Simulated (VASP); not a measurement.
# Ir (Fm-3m) in VASP: single point with PBE

Aim: the single point of Ir with PBE.

Program: VASP 6.6.1. These are calculated values, not measurements. Logs are shortened: lines on timing, memory, paths and dates and some standing lists are left out, and cuts for length are marked.

### Step 1. The cell of the first run

It takes space group Fm-3m (No. 225, cubic). Conventional cell: a = 3.870 Å, b = 3.870 Å, c = 3.870 Å, α = 90.00°, β = 90.00°, γ = 90.00°. Ir (site symmetry m-3m) has 12 Ir at 2.74 Å within 3.6 Å.

### Step 2. Single point, PBE

The input, INCAR:

```
PREC = Accurate
ENCUT = 520
EDIFF = 1E-6
ISMEAR = 1
SIGMA = 0.1
LREAL = Auto
LASPH = T
NELM = 60
ALGO = Normal
ISIF = 2
LWAVE = F
LCHARG = F
GGA = PE
NBANDS = 86
```

The input, KPOINTS:

```
Automatic mesh
0
Gamma
  3 3 3
```

The input, POSCAR:

```
Ir
1.0
   -3.8700194534      3.8700194534      3.8700194534
    3.8700194534     -3.8700194534      3.8700194534
    3.8700194534      3.8700194534     -3.8700194534
Ir
16
Direct
    0.0000000000      0.0000000000      0.0000000000
    0.0000000000      0.2500000000      0.7500000000
    0.0000000000      0.5000000000      0.5000000000
    0.0000000000      0.7500000000      0.2500000000
    0.2500000000      0.0000000000      0.7500000000
    0.2500000000      0.2500000000      0.5000000000
    0.2500000000      0.5000000000      0.2500000000
    0.2500000000      0.7500000000      0.0000000000
    0.5000000000      0.0000000000      0.5000000000
    0.5000000000      0.2500000000      0.2500000000
    0.5000000000      0.5000000000      0.0000000000
    0.5000000000      0.7500000000      0.7500000000
    0.7500000000      0.0000000000      0.2500000000
    0.7500000000      0.2500000000      0.0000000000
    0.7500000000      0.5000000000      0.7500000000
    0.7500000000      0.7500000000      0.5000000000
```

Potentials or basis: VASP PAW PBE potentials, release 64 (Ir).

Run with:

```
cat potpaw_PBE.64/Ir/POTCAR > POTCAR
mpirun -np 1 vasp_std > vasp.out
```

OUTCAR:

```text
PREC = Accurate
   ENCUT = 520
   EDIFF = 1E-6
   ISMEAR = 1
   LREAL = Auto
   LASPH = T
   NELM = 60
   ISIF = 2
   GGA = PE

 ion  position               nearest neighbor table
   1  0.000  0.000  0.000-   2 2.74   4 2.74   5 2.74   6 2.74   8 2.74  13 2.74  14 2.74  16 2.74
                            10 2.74   7 2.74  15 2.74  12 2.74
   2  0.000  0.250  0.750-   1 2.74   3 2.74   5 2.74   6 2.74   7 2.74  14 2.74  15 2.74  13 2.74
                            11 2.74   8 2.74  16 2.74   9 2.74
   3  0.000  0.500  0.500-   2 2.74   4 2.74   6 2.74   7 2.74   8 2.74  15 2.74  16 2.74  14 2.74
                            12 2.74   5 2.74  13 2.74  10 2.74
   4  0.000  0.750  0.250-   1 2.74   3 2.74   5 2.74   7 2.74   8 2.74  13 2.74  16 2.74  15 2.74
                             9 2.74   6 2.74  14 2.74  11 2.74
   5  0.250  0.000  0.750-   1 2.74   2 2.74   6 2.74   8 2.74   9 2.74  10 2.74  12 2.74   4 2.74
                            14 2.74  11 2.74   3 2.74  16 2.74
   6  0.250  0.250  0.500-   2 2.74   3 2.74   5 2.74   7 2.74   9 2.74  10 2.74  11 2.74   1 2.74
                            15 2.74  12 2.74   4 2.74  13 2.74
   7  0.250  0.500  0.250-   3 2.74   4 2.74   6 2.74   8 2.74  10 2.74  11 2.74  12 2.74   2 2.74
                            16 2.74   9 2.74   1 2.74  14 2.74
   8  0.250  0.750  0.000-   1 2.74   4 2.74   5 2.74   7 2.74   9 2.74  11 2.74  12 2.74   3 2.74
                            13 2.74  10 2.74   2 2.74  15 2.74
   9  0.500  0.000  0.500-   5 2.74   6 2.74  10 2.74  12 2.74  13 2.74  14 2.74  16 2.74   8 2.74
                             2 2.74  15 2.74   7 2.74   4 2.74
  10  0.500  0.250  0.250-   6 2.74   7 2.74   9 2.74  11 2.74  13 2.74  14 2.74  15 2.74   5 2.74
                            16 2.74   3 2.74   8 2.74   1 2.74
  11  0.500  0.500  0.000-   7 2.74   8 2.74  10 2.74  12 2.74  14 2.74  15 2.74  16 2.74   6 2.74
                             4 2.74  13 2.74   5 2.74   2 2.74
  12  0.500  0.750  0.750-   5 2.74   8 2.74   9 2.74  11 2.74  13 2.74  15 2.74  16 2.74   7 2.74
                            14 2.74   1 2.74   6 2.74   3 2.74
  13  0.750  0.000  0.250-   1 2.74   2 2.74   4 2.74   9 2.74  10 2.74  14 2.74  16 2.74  12 2.74
                             6 2.74   3 2.74  11 2.74   8 2.74
  14  0.750  0.250  0.000-   1 2.74   2 2.74   3 2.74  10 2.74  11 2.74  13 2.74  15 2.74   9 2.74
                             7 2.74   4 2.74  12 2.74   5 2.74
  15  0.750  0.500  0.750-   2 2.74   3 2.74   4 2.74  11 2.74  12 2.74  14 2.74  16 2.74  10 2.74
                             8 2.74   1 2.74   9 2.74   6 2.74
  16  0.750  0.750  0.500-   1 2.74   3 2.74   4 2.74   9 2.74  12 2.74  13 2.74  15 2.74  11 2.74
                             5 2.74   2 2.74  10 2.74   7 2.74

  LATTYP: Found a body centered cubic cell.
 ALAT       =     7.7400389068

  Lattice vectors:

 A1 = (  -3.8700194534,   3.8700194534,   3.8700194534)
 A2 = (   3.8700194534,  -3.8700194534,   3.8700194534)
 A3 = (   3.8700194534,   3.8700194534,  -3.8700194534)

Analysis of symmetry for initial positions (statically):
=====================================================================
 Subroutine PRICEL returns following result:

  LATTYP: Found a face centered cubic cell.
 ALAT       =     3.8700194534

  Lattice vectors:

 A1 = (   1.9350097267,  -1.9350097267,   0.0000000000)
 A2 = (   0.0000000000,  -1.9350097267,  -1.9350097267)
 A3 = (   1.9350097267,  -0.0000000000,  -1.9350097267)

  16 primitive cells build up your supercell.

 Routine SETGRP: Setting up the symmetry group for a
 body centered cubic supercell.

 Subroutine GETGRP returns: Found 48 space group operations
 (whereof 48 operations were pure point group operations)
 out of a pool of 48 trial point group operations.

The static configuration has the point symmetry O_h .

Analysis of symmetry for dynamics (positions and initial velocities):
=====================================================================
 Subroutine PRICEL returns following result:

  LATTYP: Found a face centered cubic cell.
 ALAT       =     3.8700194534

  Lattice vectors:

 A1 = (   1.9350097267,  -1.9350097267,   0.0000000000)
 A2 = (   0.0000000000,  -1.9350097267,  -1.9350097267)
 A3 = (   1.9350097267,  -0.0000000000,  -1.9350097267)

  16 primitive cells build up your supercell.

 Routine SETGRP: Setting up the symmetry group for a
 body centered cubic supercell.

 Subroutine GETGRP returns: Found 48 space group operations
 (whereof 48 operations were pure point group operations)
 out of a pool of 48 trial point group operations.

The dynamic configuration has the point symmetry O_h .

 Subroutine INISYM returns: Found 48 space group operations
 (whereof 48 operations are pure point group operations),
 and found    16 'primitive' translations

----------------------------------------------------------------------------------------

                                     Primitive cell

  volume of cell :      14.4904

  direct lattice vectors                    reciprocal lattice vectors
     1.935009727 -1.935009727  0.000000000     0.258396634 -0.258396634  0.258396634
     0.000000000 -1.935009727 -1.935009727    -0.258396634 -0.258396634 -0.258396634
     1.935009727 -0.000000000 -1.935009727     0.258396634  0.258396634 -0.258396634

  length of vectors
     2.736516999  2.736516999  2.736516999     0.447556098  0.447556098  0.447556098

  position of ions in fractional coordinates (direct lattice)
     0.000000000  0.000000000  0.000000000

  ion indices of the primitive-cell ions
   primitive index   ion index
                 1           1

----------------------------------------------------------------------------------------

 KPOINTS: Automatic mesh

Automatic generation of k-mesh.
 Grid dimensions read from file:
 generate k-points for:    3    3    3

 Generating k-lattice:

  Cartesian coordinates                     Fractional coordinates (reciprocal lattice)
     0.000000000  0.043066106  0.043066106     0.333333333  0.000000000  0.000000000
     0.043066106  0.000000000  0.043066106     0.000000000  0.333333333  0.000000000
     0.043066106  0.043066106  0.000000000     0.000000000  0.000000000  0.333333333

  Length of vectors
     0.060904671  0.060904671  0.060904671

  Shift w.r.t. Gamma in fractional coordinates (k-lattice)
     0.000000000  0.000000000  0.000000000

 Subroutine IBZKPT returns following result:
 ===========================================

 Found      4 irreducible k-points:

 Following reciprocal coordinates:
            Coordinates               Weight
  0.000000  0.000000  0.000000      1.000000
  0.333333  0.000000  0.000000     12.000000
  0.333333  0.333333  0.000000      8.000000
 -0.333333  0.333333  0.333333      6.000000
   k-points           NKPTS =      4   k-points in BZ     NKDIM =      4   number of bands    NBANDS=     86
   number of dos      NEDOS =    301   number of ions     NIONS =     16
   total plane-waves  NPLWV = 125000
   dimension x,y,z NGX =    50 NGY =   50 NGZ =   50
   dimension x,y,z NGXF=   100 NGYF=  100 NGZF=  100
   ions per type =              16
   NGX,Y,Z   is equivalent  to a cutoff of  12.40, 12.40, 12.40 a.u.
   NGXF,Y,Z  is equivalent  to a cutoff of  24.80, 24.80, 24.80 a.u.
 SYSTEM =  unknown system
   PREC   = accura    normal or accurate (medium, high low for compatibility)
   ISTART =      0    job   : 0-new  1-cont  2-samecut
   ICHARG =      2    charge: 1-file 2-atom 10-const
   ISPIN  =      1    spin polarized calculation?
   LNONCOLLINEAR =      F non collinear calculations
   LSORBIT =      F    spin-orbit coupling
   LASPH  =      T    aspherical Exc in radial PAW
   ENCUT  =  520.0 eV  38.22 Ry    6.18 a.u.  12.46 12.46 12.46*2*pi/ulx,y,z
   NELM   =     60;   NELMIN=  2; NELMDL= -5     # of ELM steps
   EDIFF  = 0.1E-05   stopping-criterion for ELM
   LREAL  =      T    real-space projection
   EDIFFG = 0.1E-04   stopping-criterion for IOM
   NSW    =      0    number of steps for IOM
   IBRION =     -1    ionic relax: 0-MD 1-quasi-New 2-CG
   NFREE  =      0    steps in history (QN), initial steepest desc. (CG)
   ISIF   =      2    stress and relaxation
   ISYM   =      2    0-nonsym 1-usesym 2-fastsym
   POTIM  = 0.5000    time-step for ionic-motion
   TEBEG  =    0.0;   TEEND  =   0.0 temperature during run
   PSTRESS=    0.0 pullay stress
   NELECT =     144.0000    total number of electrons
   NUPDOWN=      -1.0000    fix difference up-down
   EMIN   =  10.00;   EMAX   =-10.00  energy-range for DOS
   EFERMI =   0.00;   METHOD = LEGACY
   ISMEAR =     1;   SIGMA  =   0.10  broadening in eV -4-tet -1-fermi 0-gaus
   EFERMI_NEDOS =   21; number of points for ismear=-14 and -15
   IALGO  =     38    algorithm
   IMIX   =      4    mixing-type and parameters
     AMIX     =   0.40;   BMIX     =  1.00
     AMIX_MAG =   1.60;   BMIX_MAG =  1.00
  volume/ion in A,a.u.               =      14.49        97.79
  Fermi-wavevector in a.u.,A,eV,Ry     =   1.396784  2.639539 26.545034  1.951005
  Thomas-Fermi vector in A             =   2.520104
   LORBIT       =      0    0 simple, 1 ext, 2 COOP (PROOUT), +10 PAW based schemes
   GGA     = PE    functional components
   LHFCALC =     F    Hartree Fock is set to
   AEXX    =    0.0000 exact exchange contribution
   IVDW    =     0    specifies the selected vdW correction
   LEPSILON=     F    determine dielectric tensor
   LRPA    =     F    only Hartree local field effects (RPA)
 non-spin polarized calculation
 Methfessel and Paxton  Order N= 1 SIGMA  =   0.10
  energy-cutoff  :      520.00
  volume of cell :      231.85
 maximum number of plane-waves:      6339
 NGX is ok and might be reduce to    50
   NGX = 25   NGY = 25   NGZ = 25

 number of electron     144.0000023 magnetization

 Free energy of the ion-electron system (eV)
  ---------------------------------------------------
  ext. energy  EPLUGINS =         0.00000000
  ---------------------------------------------------
  free energy    TOTEN  =      -141.92163278 eV

  energy without entropy =     -141.92484100  energy(sigma->0) =     -141.92270219

 E-fermi :  10.1214     XC(G=0): -13.8450

 val. band max:       10.0143826225   @ k =   0.3333   0.0000   0.0000
 cond. band min:      10.1770000864   @ k =  -0.3333   0.3333   0.3333
 fundamental gap:      0.1626174640
 Fermi energy:        10.1213780227

 k-point     1 :       0.0000    0.0000    0.0000
  band No.  band energies     occupation
      1      -0.8690      2.00000
      2       2.3516      2.00000
      3       2.3516      2.00000
      4       2.3516      2.00000
      5       2.9204      2.00000
      6       2.9204      2.00000
[... 76 lines left out ...]
     83      11.7021     -0.00000
     84      11.7021     -0.00000

 k-point     2 :       0.3333    0.0000    0.0000
  band No.  band energies     occupation
      1      -0.0913      2.00000
      2       1.8570      2.00000
      3       2.7250      2.00000
      4       2.7250      2.00000
      5       2.7250      2.00000
      6       2.7250      2.00000
[... 76 lines left out ...]
     83      11.2178     -0.00000
     84      11.2178     -0.00000

 k-point     3 :       0.3333    0.3333    0.0000
  band No.  band energies     occupation
      1       1.2056      2.00000
      2       1.2056      2.00000
      3       1.2056      2.00000
      4       1.9906      2.00000
      5       2.9995      2.00000
      6       2.9995      2.00000
[... 76 lines left out ...]
     83      10.9302     -0.00000
     84      10.9304     -0.00000

 k-point     4 :      -0.3333    0.3333    0.3333
  band No.  band energies     occupation
      1       0.6407      2.00000
      2       2.3396      2.00000
      3       2.3396      2.00000
      4       2.3396      2.00000
      5       2.3396      2.00000
      6       2.4073      2.00000
[... 76 lines left out ...]
     83      10.7975     -0.00000
     84      10.7975     -0.00000
 [bands above 84 left out]

------------------------ aborting loop because EDIFF is reached ----------------------------------------

  FORCE on cell =-STRESS in cart. coord.  units (eV):
  Direction    XX          YY          ZZ          XY          YZ          ZX
  --------------------------------------------------------------------------------------
  -------------------------------------------------------------------------------------
  Total        0.4814336      0.4814336      0.4814336      0.0000000      0.0000000     -0.0000000
  in kB        3.3269599      3.3269599      3.3269599      0.0000000      0.0000000     -0.0000000
  external PRESSURE =       3.3269599 kB  Pullay stress =       0.0000000 kB

 VOLUME and BASIS-vectors are now :
 -----------------------------------------------------------------------------
  energy-cutoff  :      520.00
  volume of cell :      231.85
      direct lattice vectors                 reciprocal lattice vectors
    -3.870019453  3.870019453  3.870019453     0.000000000  0.129198317  0.129198317
     3.870019453 -3.870019453  3.870019453     0.129198317  0.000000000  0.129198317
     3.870019453  3.870019453 -3.870019453     0.129198317  0.129198317  0.000000000

 POSITION                                       TOTAL-FORCE (eV/Angst)
 -----------------------------------------------------------------------------------
      0.00000      0.00000      0.00000         0.000000      0.000000      0.000000
      3.87002      1.93501     -1.93501        -0.000000     -0.000000      0.000000
      3.87002      0.00000      0.00000         0.000000      0.000000      0.000000
      3.87002     -1.93501      1.93501         0.000000      0.000000      0.000000
      1.93501      3.87002     -1.93501         0.000000     -0.000000     -0.000000
      1.93501      1.93501      0.00000         0.000000     -0.000000      0.000000
[... 8 lines left out ...]
      1.93501      3.87002      1.93501         0.000000     -0.000000      0.000000
      1.93501      1.93501      3.87002        -0.000000     -0.000000      0.000000
 -----------------------------------------------------------------------------------
    total drift:                               -0.000000      0.000000      0.000000

  FREE ENERGIE OF THE ION-ELECTRON SYSTEM (eV)
  ---------------------------------------------------
  free  energy   TOTEN  =      -141.9216327813 eV

  energy  without entropy=     -141.9248410025  energy(sigma->0) =     -141.92270219
```

It took 1.9 min on 1 thread of Intel Xeon 6975P-C (Granite Rapids), shared host; peak memory 0.39 GiB.

Results:

```
Free energy            : -141.9216 eV
Pressure               : 0.3 GPa
Band gap on the k mesh : zero (filled and empty bands touch)
```

Caveat: the k points lie up to 0.38 Å⁻¹ apart; spin-orbit coupling is left out, which moves the levels of the heavy elements.
